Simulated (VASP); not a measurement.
# CoO (Fm-3m) in VASP: further runs, part 2 of 2

VASP 6.6.1. The steps go on from the part before.

**4. Single point, LDA, non-collinear spin, typed start**

INCAR

```
ALGO     = Normal         # electronic algorithm
EDIFF    = 1E-6           # SCF threshold, eV
ENCUT    = 520            # plane-wave cutoff, eV
ISIF     = 2              # what is computed and relaxed
ISMEAR   = -1             # smearing method
LASPH    = True           # aspherical terms in the spheres
LCHARG   = False          # write CHGCAR
LMAXMIX  = 4              # l up to which the mixer works
LNONCOLLINEAR= True           # non-collinear magnetism
LORBIT   = 11             # projections on sites
LREAL    = False          # projectors in reciprocal space
LWAVE    = False          # write WAVECAR
MAGMOM   = 0 0 0 0 0 0 0 0 0 0 0 0 -0.298 -0.554 2.933 0.541 -1.717 -2.4 -2.666 0.114 -1.372 -2.709 1.274 0.201 # initial moments
NBANDS   = 78             # bands
NELM     = 150            # most SCF steps
PREC     = Accurate       # precision mode
SIGMA    = 0.03           # smearing width, eV
```

KPOINTS

```
k-points
0
Gamma
  3 3 3
```

POSCAR

```
CoO
1.0
    4.2580000000      0.0000000000      0.0000000000
    0.0000000000      4.2580000000      0.0000000000
    0.0000000000      0.0000000000      4.2580000000
O Co
4 4
Direct
    0.0000000000      0.0000000000      0.5000000000
    0.0000000000      0.5000000000      0.0000000000
    0.5000000000      0.0000000000      0.0000000000
    0.5000000000      0.5000000000      0.5000000000
    0.0000000000      0.0000000000      0.0000000000
    0.0000000000      0.5000000000      0.5000000000
    0.5000000000      0.0000000000      0.5000000000
    0.5000000000      0.5000000000      0.0000000000
```

Potentials or basis: VASP PAW LDA potentials, release 64 (O, Co).

Started as:

```
cat potpaw_LDA.64/O/POTCAR potpaw_LDA.64/Co/POTCAR > POTCAR
mpirun -np 1 vasp_ncl > vasp.out
```

OUTCAR:

```text
EDIFF = 1E-6
   ENCUT = 520
   ISIF = 2
   ISMEAR = -1
   LASPH = True
   LNONCOLLINEAR = True
   LORBIT = 11
   LREAL = False
   NELM = 150
   PREC = Accurate

 ion  position               nearest neighbor table
   1  0.000  0.000  0.500-   5 2.13   6 2.13   7 2.13   5 2.13   6 2.13   7 2.13
   2  0.000  0.500  0.000-   5 2.13   6 2.13   8 2.13   6 2.13   5 2.13   8 2.13
   3  0.500  0.000  0.000-   5 2.13   7 2.13   8 2.13   7 2.13   8 2.13   5 2.13
   4  0.500  0.500  0.500-   6 2.13   7 2.13   8 2.13   8 2.13   7 2.13   6 2.13
   5  0.000  0.000  0.000-   1 2.13   2 2.13   3 2.13   1 2.13   2 2.13   3 2.13   6 3.01   6 3.01
                             7 3.01   7 3.01   6 3.01   8 3.01   6 3.01   8 3.01   7 3.01   8 3.01
   6  0.000  0.500  0.500-   1 2.13   2 2.13   4 2.13   2 2.13   1 2.13   4 2.13   5 3.01   5 3.01
                             8 3.01   7 3.01   5 3.01   7 3.01   5 3.01   8 3.01   7 3.01   8 3.01
   7  0.500  0.000  0.500-   1 2.13   3 2.13   4 2.13   3 2.13   4 2.13   1 2.13   5 3.01   5 3.01
                             8 3.01   6 3.01   6 3.01   8 3.01   8 3.01   8 3.01   5 3.01   6 3.01
   8  0.500  0.500  0.000-   2 2.13   3 2.13   4 2.13   4 2.13   3 2.13   2 2.13   5 3.01   6 3.01
                             7 3.01   6 3.01   5 3.01   7 3.01   7 3.01   7 3.01   5 3.01   6 3.01

  LATTYP: Found a simple cubic cell.
 ALAT       =     4.2580000000

  Lattice vectors:

 A1 = (   4.2580000000,   0.0000000000,   0.0000000000)
 A2 = (   0.0000000000,   4.2580000000,   0.0000000000)
 A3 = (   0.0000000000,   0.0000000000,   4.2580000000)

Analysis of symmetry for initial positions (statically):
=====================================================================
 Subroutine PRICEL returns following result:

[... 1299 lines left out ...]
  free  energy   TOTEN  =       -58.0786022509 eV

  energy  without entropy=      -58.0006087996  energy(sigma->0) =      -58.03960553

 total charge

# of ion       s       p       d       tot
------------------------------------------
    1        1.544   3.379   0.000   4.924
    2        1.544   3.380   0.000   4.924
    3        1.544   3.382   0.000   4.926
    4        1.544   3.382   0.000   4.926
    5        0.295   0.357   7.197   7.850
    6        0.295   0.357   7.199   7.851
    7        0.295   0.358   7.192   7.846
    8        0.295   0.359   7.191   7.845
--------------------------------------------------
tot          7.357  14.954  28.780  51.091

 magnetization (x)

# of ion       s       p       d       tot
------------------------------------------
    1        0.004   0.041   0.000   0.045
    2        0.004   0.037   0.000   0.041
    3       -0.010  -0.088   0.000  -0.098
    4       -0.009  -0.083   0.000  -0.092
    5        0.013   0.010   1.284   1.307
    6        0.015   0.011   1.456   1.482
    7       -0.017  -0.013  -1.749  -1.779
    8       -0.017  -0.014  -1.815  -1.846
--------------------------------------------------
tot         -0.017  -0.099  -0.823  -0.939

 magnetization (y)

# of ion       s       p       d       tot
------------------------------------------
    1       -0.003  -0.028   0.000  -0.031
    2        0.001   0.006   0.000   0.007
    3        0.006   0.051   0.000   0.057
    4        0.001   0.008   0.000   0.009
    5        0.001   0.001   0.146   0.149
    6       -0.010  -0.008  -0.997  -1.015
    7        0.002   0.001   0.194   0.197
    8        0.010   0.008   1.004   1.021
--------------------------------------------------
tot          0.007   0.040   0.347   0.394

 magnetization (z)

# of ion       s       p       d       tot
------------------------------------------
    1       -0.004  -0.043   0.000  -0.047
    2        0.006   0.060   0.000   0.066
    3        0.006   0.050   0.000   0.056
    4       -0.008  -0.070   0.000  -0.078
    5        0.018   0.014   1.830   1.862
    6       -0.014  -0.010  -1.369  -1.393
    7       -0.014  -0.011  -1.461  -1.487
    8        0.010   0.008   0.982   0.999
--------------------------------------------------
tot         -0.000  -0.003  -0.018  -0.022
```

stdout:

```text
POSCAR found type information on POSCAR O Co
 POSCAR found :  2 types and       8 ions
 scaLAPACK will be used
 LDA part: xc-table for (Slater(with rela. corr.)+CA(PZ))
 , standard interpolation
 POSCAR, INCAR and KPOINTS ok, starting setup
 FFT: planning ... GRIDC
 FFT: planning ... GRID_SOFT
 FFT: planning ... GRID
 WAVECAR not read
 entering main loop
```

Wall time 12 min (1 thread of Intel Xeon 6975P-C (Granite Rapids), shared host); peak memory 0.33 GiB.

What came out:

```
Free energy                                           : -58.0786 eV
Pressure                                              : -20.3 GPa
Band gap on the k mesh                                : zero (band 60 reaches 7.73 eV, above the bottom of band 61 at 7.42 eV)
Net moment                                            : 1.04 μB per cell
Valence electrons inside the program's atomic spheres : O 4.92, 4.93; Co 7.85, 7.84
```

Moments on the atoms (μB; x, y, z):
```
O    0.04 -0.03 -0.05
O    0.04  0.01  0.07
O   -0.10  0.06  0.06
O   -0.09  0.01 -0.08
Co   1.31  0.15  1.86
Co   1.48 -1.01 -1.39
Co  -1.78  0.20 -1.49
Co  -1.85  1.02  1.00
```

Caveat: the k points lie up to 0.49 Å⁻¹ apart; semilocal functionals often make such compounds metallic where correlation or magnetic order opens a gap, which also shifts bond lengths.
